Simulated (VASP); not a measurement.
# Ta3H8 (Pm-3m) in VASP: further runs, part 2 of 2

VASP 6.6.1. The steps go on from the part before.

### 5 Single point, PBE

This run uses another cell than the first one, of 7.73 Å³/atom, 1.332 times its volume.

INCAR reads:

```
  ALGO = Normal
  EDIFF = 1E-7
  ENCUT = 520
  GGA = PE
  ISIF = 2
  ISMEAR = 0
  LASPH = T
  LCHARG = F
  LREAL = F
  LWAVE = F
  NBANDS = 32
  NELM = 60
  PREC = Accurate
  SIGMA = 0.1
```

KPOINTS reads:

```
k-points
0
Gamma
  8 8 8
```

POSCAR reads:

```
Ta3H8
1.0
    4.3975279878      0.0000000000      0.0000000000
    0.0000000000      4.3975279878      0.0000000000
    0.0000000000      0.0000000000      4.3975279878
Ta H
3 8
Direct
    0.5000000000      0.0000000000      0.0000000000
    0.0000000000      0.5000000000      0.0000000000
    0.0000000000      0.0000000000      0.5000000000
    0.7328214342      0.7328214342      0.7328214342
    0.2671785658      0.2671785658      0.7328214342
    0.2671785658      0.7328214342      0.2671785658
    0.7328214342      0.2671785658      0.2671785658
    0.7328214342      0.7328214342      0.2671785658
    0.2671785658      0.2671785658      0.2671785658
    0.7328214342      0.2671785658      0.7328214342
    0.2671785658      0.7328214342      0.7328214342
```

Potentials or basis: VASP PAW PBE potentials, release 64 (Ta_pv, H).

The run is started by

```sh
cat potpaw_PBE.64/Ta_pv/POTCAR potpaw_PBE.64/H/POTCAR > POTCAR
mpirun -np 1 vasp_std > vasp.out
```

OUTCAR:

```text
EDIFF = 1E-7
   ENCUT = 520
   GGA = PE
   ISIF = 2
   ISMEAR = 0
   LASPH = T
   LREAL = F
   NELM = 60
   PREC = Accurate

 ion  position               nearest neighbor table
   1  0.500  0.000  0.000-   4 1.95   5 1.95   6 1.95   7 1.95   8 1.95   9 1.95  10 1.95  11 1.95
                             2 3.11   3 3.11   3 3.11   2 3.11   2 3.11   3 3.11   3 3.11   2 3.11
   2  0.000  0.500  0.000-   4 1.95   5 1.95   6 1.95   7 1.95   8 1.95   9 1.95  10 1.95  11 1.95
                             1 3.11   3 3.11   3 3.11   1 3.11   3 3.11   3 3.11   1 3.11   1 3.11
   3  0.000  0.000  0.500-   4 1.95   5 1.95   6 1.95   7 1.95   8 1.95   9 1.95  10 1.95  11 1.95
                             1 3.11   2 3.11   1 3.11   2 3.11   2 3.11   2 3.11   1 3.11   1 3.11
   4  0.733  0.733  0.733-   1 1.95   2 1.95   3 1.95
   5  0.267  0.267  0.733-   1 1.95   2 1.95   3 1.95
   6  0.267  0.733  0.267-   1 1.95   2 1.95   3 1.95
   7  0.733  0.267  0.267-   1 1.95   2 1.95   3 1.95
   8  0.733  0.733  0.267-   1 1.95   2 1.95   3 1.95
   9  0.267  0.267  0.267-   1 1.95   2 1.95   3 1.95
  10  0.733  0.267  0.733-   1 1.95   2 1.95   3 1.95
  11  0.267  0.733  0.733-   1 1.95   2 1.95   3 1.95
[... 211 lines left out ...]
  band No.  band energies     occupation
      1     -30.8564      2.00000
      2     -30.8564      2.00000
      3     -30.8564      2.00000
      4     -30.4799      2.00000
      5     -30.4799      2.00000
      6     -30.4799      2.00000
[... 829 lines left out ...]
     31      11.2649      0.00000
     32      12.1662      0.00000

 [... further k-points ...]
[... 5 lines left out ...]
  --------------------------------------------------------------------------------------
  -------------------------------------------------------------------------------------
  Total        0.0176676      0.0176676      0.0176676      0.0000000     -0.0000000      0.0000000
  in kB        0.3328609      0.3328609      0.3328609      0.0000000     -0.0000000      0.0000000
  external PRESSURE =       0.3328609 kB  Pullay stress =       0.0000000 kB

 VOLUME and BASIS-vectors are now :
 -----------------------------------------------------------------------------
  energy-cutoff  :      520.00
  volume of cell :       85.04
      direct lattice vectors                 reciprocal lattice vectors
     4.397527988  0.000000000  0.000000000     0.227400486  0.000000000  0.000000000
     0.000000000  4.397527988  0.000000000     0.000000000  0.227400486  0.000000000
     0.000000000  0.000000000  4.397527988     0.000000000  0.000000000  0.227400486

 POSITION                                       TOTAL-FORCE (eV/Angst)
 -----------------------------------------------------------------------------------
      2.19876      0.00000      0.00000         0.000000     -0.000000     -0.000000
      0.00000      2.19876      0.00000         0.000000     -0.000000     -0.000000
      0.00000      0.00000      2.19876         0.000000     -0.000000     -0.000000
      3.22260      3.22260      3.22260        -0.004639     -0.004639     -0.004639
      1.17493      1.17493      3.22260         0.004639      0.004639     -0.004639
      1.17493      3.22260      1.17493         0.004639     -0.004639      0.004639
      3.22260      1.17493      1.17493        -0.004639      0.004639      0.004639
      3.22260      3.22260      1.17493        -0.004639     -0.004639      0.004639
      1.17493      1.17493      1.17493         0.004639      0.004639      0.004639
      3.22260      1.17493      3.22260        -0.004639      0.004639     -0.004639
      1.17493      3.22260      3.22260         0.004639     -0.004639     -0.004639
 -----------------------------------------------------------------------------------
    total drift:                               -0.000000      0.000000     -0.000000

  FREE ENERGIE OF THE ION-ELECTRON SYSTEM (eV)
  ---------------------------------------------------
  free  energy   TOTEN  =       -63.6206155131 eV

  energy  without entropy=      -63.5990935571  energy(sigma->0) =      -63.60985454
```

OSZICAR:

```text
N       E                     dE             d eps       ncg     rms          rms(c)
DAV:   1     0.320878468421E+03    0.32088E+03   -0.21680E+04  2248   0.125E+03
DAV:   2    -0.541540681834E+02   -0.37503E+03   -0.36438E+03  2480   0.367E+02
DAV:   3    -0.677414603456E+02   -0.13587E+02   -0.13348E+02  2976   0.669E+01
DAV:   4    -0.678778985702E+02   -0.13644E+00   -0.13616E+00  2664   0.676E+00
DAV:   5    -0.678793929023E+02   -0.14943E-02   -0.14937E-02  2848   0.654E-01    0.323E+01
DAV:   6    -0.642432993014E+02    0.36361E+01   -0.56171E+00  2704   0.138E+01    0.140E+01
DAV:   7    -0.636503086920E+02    0.59299E+00   -0.23910E+00  2840   0.822E+00    0.173E+00
DAV:   8    -0.636195673877E+02    0.30741E-01   -0.15617E-01  2504   0.221E+00    0.760E-01
DAV:   9    -0.636202512004E+02   -0.68381E-03   -0.84674E-03  2672   0.518E-01    0.167E-01
DAV:  10    -0.636205260798E+02   -0.27488E-03   -0.70001E-04  2624   0.145E-01    0.731E-02
DAV:  11    -0.636206199363E+02   -0.93857E-04   -0.18099E-04  2576   0.548E-02    0.303E-02
DAV:  12    -0.636206142136E+02    0.57227E-05   -0.20769E-05  2704   0.252E-02    0.466E-03
DAV:  13    -0.636206152480E+02   -0.10344E-05   -0.27451E-06  2344   0.689E-03    0.505E-03
DAV:  14    -0.636206154827E+02   -0.23467E-06   -0.25911E-07  2432   0.204E-03    0.112E-03
DAV:  15    -0.636206155131E+02   -0.30460E-07   -0.39893E-08  1736   0.106E-03
   1 F= -.63620616E+02 E0= -.63609855E+02  d E =-.215220E-01
```

Wall time 75 s (1 thread of Intel Xeon Platinum 8375C at 2.90GHz (Ice Lake), shared host); peak memory 0.24 GiB.

What came out:

| Item | Value |
| --- | --- |
| Free energy | -63.6206 eV |
| Pressure | 0.0 GPa |
| Largest force | 0.008 eV/Å |

Forces on the atoms (eV/Å):
```
Ta   0.000  0.000  0.000
Ta   0.000  0.000  0.000
Ta   0.000  0.000  0.000
H   -0.005 -0.005 -0.005
H    0.005  0.005 -0.005
H    0.005 -0.005  0.005
H   -0.005  0.005  0.005
H   -0.005 -0.005  0.005
H    0.005  0.005  0.005
H   -0.005  0.005 -0.005
H    0.005 -0.005 -0.005
```

Caveat: spin-orbit coupling is left out, which moves the levels of the heavy elements.

### 6 Overview

| task | cell | k mesh | cutoff (eV) | gap on the mesh (eV) | pressure (GPa) | largest force (eV/Å) |
| --- | --- | --- | --- | --- | --- | --- |
| single point | a = 3.997 Å, 11 atoms | 4 × 4 × 4 | 520 | none | 47.2 | 2.19 |
| single point | a = 4.390 Å, 11 atoms | 4 × 4 × 4 | 520 | none | 0.1 | 0.01 |
| relaxation of cell and atoms | relaxed from a = 3.997 Å, 11 atoms | 4 × 4 × 4 | 600 | none | -0.1 | 0.01 |
| single point | a = 4.398 Å, 11 atoms | 8 × 8 × 8 | 520 | none | 0.0 | 0.01 |

Alike in all rows: level PBE; potentials or basis VASP PAW PBE potentials, release 64 (Ta_pv, H); no spin polarisation; smearing gaussian 0.1 eV.

Caveats: some runs use coarse meshes; spin-orbit coupling is left out, which moves the levels of the heavy elements; forces of over 1 eV/Å act on the atoms, so gaps and moduli don't describe the material at rest (some runs); the volume moved by over 15 % at a fixed basis, so the end points are rough (some runs).

Absolute energies hang on the potentials; compare differences alone.
